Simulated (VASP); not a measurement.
# SrAl2Re2 in VASP: single point with r2SCAN

Aim: the single point of SrAl2Re2 with r2SCAN.

Everything below comes from runs of VASP 6.6.1. Logs are shortened: lines on timing, memory, paths and dates and some standing lists are left out, and cuts for length are marked.

## 1. The cell of the first run

The typed cell holds 5 atoms: a = 4.176 Å, b = 4.176 Å, c = 6.816 Å, α = 90.00°, β = 90.00°, γ = 60.00°.

## 2. Single point, r2SCAN

Contents of POSCAR:

```
SrAl2Re2
1.0
    2.0880960000      3.6166870000      0.0000000000
   -2.0880960000      3.6166870000      0.0000000000
    0.0000000000      0.0000000000      6.8158330000
Re Al Sr
2 2 1
Direct
    0.3333000000      0.3334000000      0.2719200000
    0.6667000000      0.6666000000      0.7280800000
    0.3333000000      0.3334000000      0.6387000000
    0.6667000000      0.6666000000      0.3613000000
    0.0000000000      0.0000000000      0.0000000000
```

Contents of INCAR.step1:

```
PREC = Accurate
ENCUT = 520
ISMEAR = -1
SIGMA = 0.0377
LREAL = False
LASPH = True
NELM = 100
NBANDS = 23
GGA = PE
ALGO = Normal
EDIFF = 1E-4
LWAVE = True
LCHARG = False
```

Contents of INCAR.step2:

```
PREC = Accurate
ENCUT = 520
EDIFF = 1E-6
ISMEAR = -1
SIGMA = 0.0377
LREAL = False
LASPH = True
NELM = 100
ALGO = Normal
ISIF = 2
LWAVE = False
LCHARG = False
METAGGA = R2SCAN
LMIXTAU = True
NBANDS = 23
ISTART = 1
```

Contents of KPOINTS:

```
regular mesh
0
Gamma
  9 9 5
```

Potentials or basis: VASP PAW PBE potentials, release 64 (Re, Al, Sr_sv).

Started as:

```sh
$ cat potpaw_PBE.64/Re/POTCAR potpaw_PBE.64/Al/POTCAR potpaw_PBE.64/Sr_sv/POTCAR > POTCAR
$ cp INCAR.step1 INCAR
$ mpirun -np 1 vasp_std > vasp.out
$ cp INCAR.step2 INCAR
$ mpirun -np 1 vasp_std > vasp.out
```

OUTCAR:

```text
PREC = Accurate
   ENCUT = 520
   EDIFF = 1E-6
   ISMEAR = -1
   LREAL = False
   LASPH = True
   NELM = 100
   ISIF = 2
   METAGGA = R2SCAN
   ISTART = 1

 ion  position               nearest neighbor table
   1  0.333  0.333  0.272-   4 2.49   4 2.49   4 2.49   3 2.50   5 3.04   5 3.04   5 3.04
   2  0.667  0.667  0.728-   3 2.49   3 2.49   3 2.49   4 2.50   5 3.04   5 3.04   5 3.04
   3  0.333  0.333  0.639-   2 2.49   2 2.49   2 2.49   1 2.50   4 3.06   4 3.06   4 3.06   5 3.45
                             5 3.45   5 3.45
   4  0.667  0.667  0.361-   1 2.49   1 2.49   1 2.49   2 2.50   3 3.06   3 3.06   3 3.06   5 3.45
                             5 3.45   5 3.45
   5  0.000  0.000  0.000-   2 3.04   1 3.04   2 3.04   1 3.04   2 3.04   1 3.04   3 3.45   4 3.45
                             4 3.45   3 3.45   4 3.45   3 3.45

  LATTYP: Found a hexagonal cell.
 ALAT       =     4.1761908195
 C/A-ratio  =     1.6320693413

  Lattice vectors:

 A1 = (   2.0880960000,  -3.6166870000,   0.0000000000)
 A2 = (   2.0880960000,   3.6166870000,   0.0000000000)
 A3 = (   0.0000000000,   0.0000000000,   6.8158330000)

Analysis of symmetry for initial positions (statically):
=====================================================================
 Subroutine PRICEL returns:
 Original cell was already a primitive cell.

 Routine SETGRP: Setting up the symmetry group for a
 hexagonal supercell.

 Subroutine GETGRP returns: Found  4 space group operations
 (whereof  4 operations were pure point group operations)
 out of a pool of 24 trial point group operations.

The static configuration has the point symmetry C_2h.

Analysis of symmetry for dynamics (positions and initial velocities):
=====================================================================
 Subroutine PRICEL returns:
 Original cell was already a primitive cell.

 Routine SETGRP: Setting up the symmetry group for a
 hexagonal supercell.

 Subroutine GETGRP returns: Found  4 space group operations
 (whereof  4 operations were pure point group operations)
 out of a pool of 24 trial point group operations.

The dynamic configuration has the point symmetry C_2h.

 Subroutine INISYM returns: Found  4 space group operations
 (whereof  4 operations are pure point group operations),
 and found     1 'primitive' translations

----------------------------------------------------------------------------------------

                                     Primitive cell

  volume of cell :     102.9462

  direct lattice vectors                    reciprocal lattice vectors
     2.088096000  3.616687000  0.000000000     0.239452592  0.138248071  0.000000000
    -2.088096000  3.616687000  0.000000000    -0.239452592  0.138248071  0.000000000
     0.000000000  0.000000000  6.815833000     0.000000000  0.000000000  0.146717210

  length of vectors
     4.176190820  4.176190820  6.815833000     0.276496063  0.276496063  0.146717210

  position of ions in fractional coordinates (direct lattice)
     0.333300000  0.333400000  0.271920000
     0.666700000  0.666600000  0.728080000
     0.333300000  0.333400000  0.638700000
     0.666700000  0.666600000  0.361300000
     0.000000000  0.000000000  0.000000000

  ion indices of the primitive-cell ions
   primitive index   ion index
                 1           1
                 2           2
                 3           3
                 4           4
                 5           5

----------------------------------------------------------------------------------------

 KPOINTS: regular mesh

Automatic generation of k-mesh.
 Grid dimensions read from file:
 generate k-points for:    9    9    5

 Generating k-lattice:

  Cartesian coordinates                     Fractional coordinates (reciprocal lattice)
     0.026605844  0.015360897  0.000000000     0.111111111 -0.000000000  0.000000000
    -0.026605844  0.015360897  0.000000000    -0.000000000  0.111111111  0.000000000
     0.000000000  0.000000000  0.029343442     0.000000000  0.000000000  0.200000000

  Length of vectors
     0.030721785  0.030721785  0.029343442

  Shift w.r.t. Gamma in fractional coordinates (k-lattice)
     0.000000000  0.000000000  0.000000000

 Subroutine IBZKPT returns following result:
 ===========================================

 Found    115 irreducible k-points:

 Following reciprocal coordinates:
            Coordinates               Weight
  0.000000  0.000000  0.000000      1.000000
  0.111111 -0.000000  0.000000      4.000000
 -0.000000  0.111111  0.000000      2.000000
  0.222222  0.000000  0.000000      4.000000
  0.000000  0.222222  0.000000      2.000000
  0.333333  0.000000  0.000000      4.000000
[... 16 lines left out ...]
  0.333333 -0.444444  0.000000      4.000000
 -0.222222  0.333333  0.000000      4.000000
 [... further k-points ...]
   k-points           NKPTS =    115   k-points in BZ     NKDIM =    115   number of bands    NBANDS=     23
   number of dos      NEDOS =    301   number of ions     NIONS =      5
   total plane-waves  NPLWV =  55296
   dimension x,y,z NGX =    32 NGY =   32 NGZ =   54
   dimension x,y,z NGXF=    64 NGYF=   64 NGZF=  108
   ions per type =               2   2   1
   NGX,Y,Z   is equivalent  to a cutoff of  12.74, 12.74, 13.17 a.u.
   NGXF,Y,Z  is equivalent  to a cutoff of  25.48, 25.48, 26.34 a.u.
 SYSTEM =  unknown system
   PREC   = accura    normal or accurate (medium, high low for compatibility)
   ISTART =      1    job   : 0-new  1-cont  2-samecut
   ICHARG =      0    charge: 1-file 2-atom 10-const
   ISPIN  =      1    spin polarized calculation?
   LNONCOLLINEAR =      F non collinear calculations
   LSORBIT =      F    spin-orbit coupling
   LASPH  =      T    aspherical Exc in radial PAW
   ENCUT  =  520.0 eV  38.22 Ry    6.18 a.u.   7.76  7.76 12.67*2*pi/ulx,y,z
   NELM   =    100;   NELMIN=  2; NELMDL=  0     # of ELM steps
   EDIFF  = 0.1E-05   stopping-criterion for ELM
   LREAL  =      F    real-space projection
   EDIFFG = 0.1E-04   stopping-criterion for IOM
   NSW    =      0    number of steps for IOM
   IBRION =     -1    ionic relax: 0-MD 1-quasi-New 2-CG
   NFREE  =      0    steps in history (QN), initial steepest desc. (CG)
   ISIF   =      2    stress and relaxation
   ISYM   =      2    0-nonsym 1-usesym 2-fastsym
   POTIM  = 0.5000    time-step for ionic-motion
   TEBEG  =    0.0;   TEEND  =   0.0 temperature during run
   PSTRESS=    0.0 pullay stress
   NELECT =      30.0000    total number of electrons
   NUPDOWN=      -1.0000    fix difference up-down
   EMIN   =  10.00;   EMAX   =-10.00  energy-range for DOS
   EFERMI =   0.00;   METHOD = LEGACY
   ISMEAR =    -1;   SIGMA  =   0.04  broadening in eV -4-tet -1-fermi 0-gaus
   EFERMI_NEDOS =   21; number of points for ismear=-14 and -15
   IALGO  =     38    algorithm
   IMIX   =      4    mixing-type and parameters
     AMIX     =   0.40;   BMIX     =  1.00
     AMIX_MAG =   1.60;   BMIX_MAG =  1.00
  volume/ion in A,a.u.               =      20.59       138.94
  Fermi-wavevector in a.u.,A,eV,Ry     =   1.085372  2.051055 16.028093  1.178032
  Thomas-Fermi vector in A             =   2.221484
   LORBIT       =      0    0 simple, 1 ext, 2 COOP (PROOUT), +10 PAW based schemes
   METAGGA = R2SCAN    functional components
   LHFCALC =     F    Hartree Fock is set to
   AEXX    =    0.0000 exact exchange contribution
   IVDW    =     0    specifies the selected vdW correction
   LEPSILON=     F    determine dielectric tensor
   LRPA    =     F    only Hartree local field effects (RPA)
 non-spin polarized calculation
  energy-cutoff  :      520.00
  volume of cell :      102.95
 maximum number of plane-waves:      2810
   NGX = 15   NGY = 15   NGZ = 25

 number of electron      30.0000002 magnetization

 Free energy of the ion-electron system (eV)
  ---------------------------------------------------
  ext. energy  EPLUGINS =         0.00000000
  ---------------------------------------------------
  free energy    TOTEN  =      -127.46415530 eV

  energy without entropy =     -127.42987605  energy(sigma->0) =     -127.44701568

 E-fermi :   4.4701     XC(G=0): -11.1558

 val. band max:        4.4635387956   @ k =   0.1111  -0.3333   0.4000
 cond. band min:       4.4705768375   @ k =   0.0000  -0.1111   0.2000
 fundamental gap:      0.0070380419
 Fermi energy:         4.4701098659

 k-point     1 :       0.0000    0.0000    0.0000
  band No.  band energies     occupation
      1     -30.8745      2.00000
      2     -12.5331      2.00000
      3     -12.3422      2.00000
      4     -12.3421      2.00000
      5      -3.7860      2.00000
      6      -0.7160      2.00000
[... 15 lines left out ...]
     22      10.9588      0.00000
     23      10.9599      0.00000

 k-point     2 :       0.1111   -0.0000    0.0000
  band No.  band energies     occupation
      1     -30.8726      2.00000
      2     -12.5258      2.00000
      3     -12.3743      2.00000
      4     -12.3489      2.00000
      5      -3.6190      2.00000
      6      -0.6290      2.00000
[... 15 lines left out ...]
     22      10.5304      0.00000
     23      10.9830      0.00000

 k-point     3 :      -0.0000    0.1111    0.0000
  band No.  band energies     occupation
      1     -30.8726      2.00000
      2     -12.5258      2.00000
      3     -12.3743      2.00000
      4     -12.3489      2.00000
      5      -3.6191      2.00000
      6      -0.6291      2.00000
[... 15 lines left out ...]
     22      10.5301      0.00000
     23      10.9832      0.00000

 k-point     4 :       0.2222    0.0000    0.0000
  band No.  band energies     occupation
      1     -30.8678      2.00000
      2     -12.5076      2.00000
      3     -12.4537      2.00000
      4     -12.3661      2.00000
      5      -3.1457      2.00000
      6      -0.3992      2.00000
[... 15 lines left out ...]
     22       9.6681      0.00000
     23      10.8106      0.00000

 k-point     5 :       0.0000    0.2222    0.0000
  band No.  band energies     occupation
      1     -30.8678      2.00000
      2     -12.5076      2.00000
      3     -12.4537      2.00000
      4     -12.3660      2.00000
      5      -3.1458      2.00000
      6      -0.3995      2.00000
[... 15 lines left out ...]
     22       9.6676      0.00000
     23      10.8100      0.00000

 k-point     6 :       0.3333    0.0000    0.0000
  band No.  band energies     occupation
      1     -30.8623      2.00000
      2     -12.5407      2.00000
      3     -12.4873      2.00000
      4     -12.3855      2.00000
      5      -2.4476      2.00000
      6      -0.1681      2.00000
[... 15 lines left out ...]
     22       8.7058      0.00000
     23      10.5878      0.00000

 k-point     7 :       0.0000    0.3333    0.0000
  band No.  band energies     occupation
      1     -30.8623      2.00000
      2     -12.5408      2.00000
      3     -12.4873      2.00000
      4     -12.3854      2.00000
      5      -2.4479      2.00000
      6      -0.1685      2.00000
[... 353 lines left out ...]
     22       8.4786      0.00000
     23      10.8739      0.00000

 k-point    21 :       0.2222    0.4444    0.0000
  band No.  band energies     occupation
      1     -30.8599      2.00000
      2     -12.5439      2.00000
      3     -12.4786      2.00000
      4     -12.4290      2.00000
      5      -2.0714      2.00000
      6      -0.1085      2.00000
[... 15 lines left out ...]
     22       8.4782      0.00000
     23      10.8735      0.00000

 k-point    22 :      -0.4444    0.2222    0.0000
  band No.  band energies     occupation
      1     -30.8571      2.00000
      2     -12.5619      2.00000
      3     -12.4688      2.00000
      4     -12.4631      2.00000
      5      -1.3852      2.00000
      6      -0.3829      2.00000
[... 15 lines left out ...]
     22       7.8599      0.00000
     23      10.8498      0.00000

 k-point    23 :       0.3333   -0.4444    0.0000
  band No.  band energies     occupation
      1     -30.8571      2.00000
      2     -12.5619      2.00000
      3     -12.4688      2.00000
      4     -12.4631      2.00000
      5      -1.3854      2.00000
      6      -0.3828      2.00000
[... 15 lines left out ...]
     22       7.8598      0.00000
     23      10.8496      0.00000

 k-point    24 :      -0.2222    0.3333    0.0000
  band No.  band energies     occupation
      1     -30.8571      2.00000
      2     -12.5619      2.00000
      3     -12.4688      2.00000
      4     -12.4630      2.00000
      5      -1.3858      2.00000
      6      -0.3824      2.00000
[... 15 lines left out ...]
     22       7.8599      0.00000
     23      10.8495      0.00000

 [... further k-points ...]

------------------------ aborting loop because EDIFF is reached ----------------------------------------

  FORCE on cell =-STRESS in cart. coord.  units (eV):
  Direction    XX          YY          ZZ          XY          YZ          ZX
  --------------------------------------------------------------------------------------
  -------------------------------------------------------------------------------------
  Total        4.6414728      4.6521023      3.5895667      0.0092085      0.0024943     -0.0043202
  in kB       72.2363958     72.4018261     55.8653194      0.1433140      0.0388190     -0.0672362
  external PRESSURE =      66.8345138 kB  Pullay stress =       0.0000000 kB

 VOLUME and BASIS-vectors are now :
 -----------------------------------------------------------------------------
  energy-cutoff  :      520.00
  volume of cell :      102.95
      direct lattice vectors                 reciprocal lattice vectors
     2.088096000  3.616687000  0.000000000     0.239452592  0.138248071  0.000000000
    -2.088096000  3.616687000  0.000000000    -0.239452592  0.138248071  0.000000000
     0.000000000  0.000000000  6.815833000     0.000000000  0.000000000  0.146717210

 POSITION                                       TOTAL-FORCE (eV/Angst)
 -----------------------------------------------------------------------------------
     -0.00021      2.41125      1.85336         0.004324     -0.002497      0.342924
      0.00021      4.82213      4.96247        -0.004324      0.002497     -0.342924
     -0.00021      2.41125      4.35327         0.004098     -0.002366     -0.218987
      0.00021      4.82213      2.46256        -0.004098      0.002366      0.218987
      0.00000      0.00000      0.00000        -0.000000      0.000000      0.000000
 -----------------------------------------------------------------------------------
    total drift:                               -0.000000      0.000000      0.000000

  FREE ENERGIE OF THE ION-ELECTRON SYSTEM (eV)
  ---------------------------------------------------
  free  energy   TOTEN  =      -127.4641552992 eV

  energy  without entropy=     -127.4298760546  energy(sigma->0) =     -127.44701568
```

Run time: 28 min. Hardware: 1 thread of Intel Xeon 8259CL, shared host; peak memory 0.46 GiB.

What came out:

```yaml
Free_energy: -127.4642 eV
Pressure: 6.7 GPa
Largest_force: 0.343 eV/Å
Band_gap_on_the_k_mesh: zero (bands 15 and 16 overlap by 0.35 eV)
```

Forces on the atoms (eV/Å):
```
Re   0.004 -0.002  0.343
Re  -0.004  0.002 -0.343
Al   0.004 -0.002 -0.219
Al  -0.004  0.002  0.219
Sr   0.000  0.000  0.000
```

Levels at points of the mesh, in eV from the Fermi level:
| k point | band 13 | band 14 | band 15 | band 16 | band 17 | band 18 |
| --- | --- | --- | --- | --- | --- | --- |
| (0.00, 0.00, 0.00) | -0.95 | -0.95 | -0.18 | 0.31 | 0.31 | 3.29 |

Caveat: the cell stands under pressure; the PAW data sets were made with another functional, which shifts forces and pressure a little; spin-orbit coupling is left out, which moves the levels of the heavy elements.
